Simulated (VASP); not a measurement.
A run of VASP 6.6.1 is set up as follows.

File INCAR:

```
ALGO = Fast
EDIFF = 1E-6
ENCUT = 520
ISIF = 2
ISMEAR = -1
LASPH = T
LCHARG = F
LREAL = F
LWAVE = F
NBANDS = 17
NELM = 80
PREC = Accurate
SIGMA = 0.05
```

Contents of KPOINTS:

```
k-points
0
Gamma
  10 10 5
```

The input POSCAR:

```
Hf
1.0
    3.1314429137      0.0000000000      0.0000000000
   -1.5657214569      2.7119091138      0.0000000000
    0.0000000000      0.0000000000      4.9545506207
Hf
2
Direct
    0.6666666667      0.3333333333      0.7500000000
    0.3333333333      0.6666666667      0.2500000000
```

Potentials or basis: VASP PAW LDA potentials, release 64 (Hf_pv).

The run is started by

```sh
$ cat potpaw_LDA.64/Hf_pv/POTCAR > POTCAR
$ mpirun -np 1 vasp_std > vasp.out
```

(1) Estimate the pressure.

(2) Estimate the band gap on the k mesh.

## Answers

(1) -1.1 GPa.

(2) zero (band 10 reaches 6.35 eV, above the bottom of band 11 at 4.87 eV).

Caveat: spin-orbit coupling is left out, which moves the levels of the heavy elements.
